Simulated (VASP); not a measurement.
# Ba8Ti8O22F (a cell with a defect) in VASP: further runs, part 2 of 2

VASP 6.6.1. The steps go on from the part before.

### Step 3. Relaxation of the atoms, PBE

Contents of INCAR:

```
  PREC = Accurate
  ENCUT = 520
  EDIFF = 1E-7
  ISMEAR = -1
  SIGMA = 0.02
  LREAL = Auto
  LASPH = T
  NELM = 60
  ALGO = Normal
  ISIF = 2
  LWAVE = F
  LCHARG = F
  GGA = PE
  IBRION = 2
  NSW = 80
  EDIFFG = -0.03
  NELECT = 316.0
  LUSENCCL = F
```

Contents of KPOINTS:

```
Automatic mesh
0
Gamma
  2 2 2
```

Contents of POSCAR:

```
Ba8Ti8O22F
1.0
    8.0146000000      0.0000000000      0.0000000000
    0.0000000000      8.0146000000      0.0000000000
    0.0000000000      0.0000000000      8.0146000000
Ba Ti O F
8 8 22 1
Direct
    0.2500000000      0.2500000000      0.2500000000
    0.2500000000      0.2500000000      0.7500000000
    0.2500000000      0.7500000000      0.2500000000
    0.2500000000      0.7500000000      0.7500000000
    0.7500000000      0.2500000000      0.2500000000
    0.7500000000      0.2500000000      0.7500000000
    0.7500000000      0.7500000000      0.2500000000
    0.7500000000      0.7500000000      0.7500000000
    0.0000000000      0.0000000000      0.0000000000
    0.0000000000      0.0000000000      0.5000000000
    0.0000000000      0.5000000000      0.0000000000
    0.0000000000      0.5000000000      0.5000000000
    0.5000000000      0.0000000000      0.0000000000
    0.5000000000      0.0000000000      0.5000000000
    0.5000000000      0.5000000000      0.0000000000
    0.5000000000      0.5000000000      0.5000000000
    0.2500000000      0.0000000000      0.0000000000
    0.0000000000      0.2500000000      0.0000000000
    0.0000000000      0.0000000000      0.2500000000
    0.2500000000      0.0000000000      0.5000000000
    0.0000000000      0.2500000000      0.5000000000
    0.0000000000      0.0000000000      0.7500000000
    0.0000000000      0.7500000000      0.0000000000
    0.0000000000      0.5000000000      0.2500000000
    0.2500000000      0.5000000000      0.5000000000
    0.0000000000      0.7500000000      0.5000000000
    0.0000000000      0.5000000000      0.7500000000
    0.7500000000      0.0000000000      0.0000000000
    0.5000000000      0.2500000000      0.0000000000
    0.5000000000      0.0000000000      0.2500000000
    0.7500000000      0.0000000000      0.5000000000
    0.5000000000      0.2500000000      0.5000000000
    0.5000000000      0.0000000000      0.7500000000
    0.7500000000      0.5000000000      0.0000000000
    0.5000000000      0.7500000000      0.0000000000
    0.5000000000      0.5000000000      0.2500000000
    0.7500000000      0.5000000000      0.5000000000
    0.5000000000      0.7500000000      0.5000000000
    0.5000000000      0.5000000000     -0.2500000000
```

Potentials or basis: VASP PAW PBE potentials, release 64 (Ba_sv, Ti_sv, O, F).

Command:

```bash
cat potpaw_PBE.64/Ba_sv/POTCAR potpaw_PBE.64/Ti_sv/POTCAR potpaw_PBE.64/O/POTCAR potpaw_PBE.64/F/POTCAR > POTCAR
mpirun -np 1 vasp_std > vasp.out
```

Run time: 27 min. Hardware: 1 × NVIDIA H100 80GB with 1 thread of AMD EPYC 7R13 (Zen 3), shared host; peak memory 1.7 GiB.

Results (log left out):

```yaml
Free_energy: -300.9321 eV
Energy_gained_by_relaxing: 23.4 meV/atom
Ionic_steps: 13
Largest_force_after_relaxing: 0.028 eV/Å
```

Forces on the atoms (eV/Å):
```
Ba   0.000 -0.008  0.002
Ba  -0.003  0.000 -0.007
Ba   0.000  0.008  0.002
Ba  -0.003  0.000 -0.007
Ba   0.002  0.003 -0.004
Ba   0.003  0.011  0.005
Ba   0.002 -0.003 -0.004
Ba   0.003 -0.011  0.005
Ti  -0.004  0.000  0.019
Ti   0.001  0.000 -0.028
Ti  -0.002  0.000  0.014
Ti  -0.002  0.000  0.006
Ti   0.001  0.000 -0.009
Ti  -0.001  0.000  0.002
Ti  -0.001  0.000  0.009
Ti   0.015  0.000 -0.006
O   -0.003  0.000 -0.006
O   -0.002 -0.004  0.001
O   -0.006  0.000 -0.002
O   -0.004  0.000  0.000
O    0.000 -0.002  0.000
O   -0.006  0.000  0.002
O   -0.002  0.004  0.001
O    0.016  0.000 -0.001
O   -0.005  0.000 -0.001
O    0.000  0.002  0.000
O   -0.002  0.000 -0.004
O   -0.005  0.000 -0.002
O    0.001  0.004  0.000
O    0.000  0.000 -0.008
O    0.004  0.000  0.003
O    0.005 -0.005  0.000
O   -0.003  0.000  0.006
O   -0.007  0.000  0.000
O    0.001 -0.004  0.000
O   -0.006  0.000  0.000
O    0.006  0.000  0.003
O    0.005  0.005  0.000
F    0.003  0.000  0.008
```

The path:
```
step  energy change (eV)  largest force (eV/Å)  pressure (GPa)
   1              0.0000                3.9101            6.85
   2             -0.7258                1.9800            7.82
   3             -0.7717                0.9137            7.54
   4             -0.8823                0.2821            7.81
   5             -0.8848                0.2581            7.87
   6             -0.9043                0.1282            7.87
   7             -0.9061                0.1305            7.89
   8             -0.9111                0.0858            7.88
   9             -0.9113                0.0759            7.88
  10             -0.9128                0.0396            7.89
  11             -0.9131                0.0580            7.90
  12             -0.9131                0.0458            7.90
  13             -0.9136                0.0281            7.89
```

Final structure:
```cif
data_structure
_symmetry_space_group_name_H-M 'P 1'
_symmetry_Int_Tables_number 1
_cell_length_a 8.0146
_cell_length_b 8.0146
_cell_length_c 8.0146
_cell_angle_alpha 90.000
_cell_angle_beta 90.000
_cell_angle_gamma 90.000
_cell_volume 514.81
loop_
_atom_site_label
_atom_site_type_symbol
_atom_site_fract_x
_atom_site_fract_y
_atom_site_fract_z
_atom_site_occupancy
Ba1 Ba 0.24670 0.24418 0.25308 1
Ba2 Ba 0.24685 0.24447 0.74645 1
Ba3 Ba 0.24670 0.75582 0.25308 1
Ba4 Ba 0.24685 0.75553 0.74645 1
Ba5 Ba 0.75365 0.24377 0.25320 1
Ba6 Ba 0.75297 0.24428 0.74700 1
Ba7 Ba 0.75365 0.75623 0.25320 1
Ba8 Ba 0.75297 0.75572 0.74700 1
Ti1 Ti 0.00180 0.00000 0.99992 1
Ti2 Ti 0.99994 0.00000 0.50024 1
Ti3 Ti 0.98804 0.50000 0.99889 1
Ti4 Ti 0.00211 0.50000 0.49982 1
Ti5 Ti 0.49760 0.00000 0.99926 1
Ti6 Ti 0.50022 0.00000 0.50070 1
Ti7 Ti 0.51208 0.50000 0.01519 1
Ti8 Ti 0.49907 0.50000 0.48606 1
O1 O 0.24997 0.00000 0.99956 1
O2 O 0.00516 0.25416 0.99942 1
O3 O 0.00012 0.00000 0.24962 1
O4 O 0.25020 0.00000 0.50040 1
O5 O 0.99999 0.25047 0.50044 1
O6 O 0.00023 0.00000 0.75028 1
O7 O 0.00516 0.74584 0.99942 1
O8 O 0.00540 0.50000 0.24665 1
O9 O 0.25302 0.50000 0.50136 1
O10 O 0.99999 0.74953 0.50044 1
O11 O 0.00655 0.50000 0.75457 1
O12 O 0.74948 0.00000 0.99949 1
O13 O 0.49274 0.25827 0.99776 1
O14 O 0.49995 0.00000 0.24914 1
O15 O 0.74992 0.00000 0.50052 1
O16 O 0.50018 0.25298 0.50109 1
O17 O 0.49991 0.00000 0.75038 1
O18 O 0.74831 0.50000 0.00022 1
O19 O 0.49274 0.74173 0.99776 1
O20 O 0.49508 0.50000 0.24725 1
O21 O 0.74800 0.50000 0.50061 1
O22 O 0.50018 0.74702 0.50109 1
F1 F 0.49650 0.50000 0.75297 1
```

Levels at points of the mesh, in eV from the Fermi level:
| k point | band 155 | band 156 | band 157 | band 158 | band 159 | band 160 |
| --- | --- | --- | --- | --- | --- | --- |
| (0.00, 0.00, 0.00) | -2.48 | -2.47 | -0.43 | -0.26 | -0.24 | -0.22 |
| (0.50, 0.00, 0.00) | -2.82 | -2.49 | -0.19 | -0.13 | 0.08 | 0.31 |
| (0.00, 0.50, 0.00) | -2.86 | -2.51 | -0.28 | -0.15 | -0.15 | 0.50 |
| (0.00, 0.00, 0.50) | -2.85 | -2.48 | -0.30 | -0.16 | -0.10 | 0.31 |
| (0.50, 0.50, 0.00) | -2.96 | -2.91 | 0.08 | 0.31 | 0.58 | 0.63 |
| (0.00, 0.50, 0.50) | -2.92 | -2.90 | -0.37 | 0.31 | 0.48 | 0.67 |
| (0.50, 0.00, 0.50) | -2.99 | -2.91 | 0.18 | 0.32 | 0.38 | 0.43 |
| (0.50, 0.50, 0.50) | -3.01 | -2.95 | 0.01 | 0.42 | 0.69 | 0.75 |

Caveat: the k points lie up to 0.39 Å⁻¹ apart, too coarse for converged energies and pressures of a metal; the cell carries a net charge on a neutralising background, which shifts energy and pressure; the cell is charged against a uniform background, so pressure and absolute levels hang on convention; spin-orbit coupling is left out, which moves the levels of the heavy elements; semilocal functionals often make such compounds metallic where correlation or magnetic order opens a gap, which also shifts bond lengths.
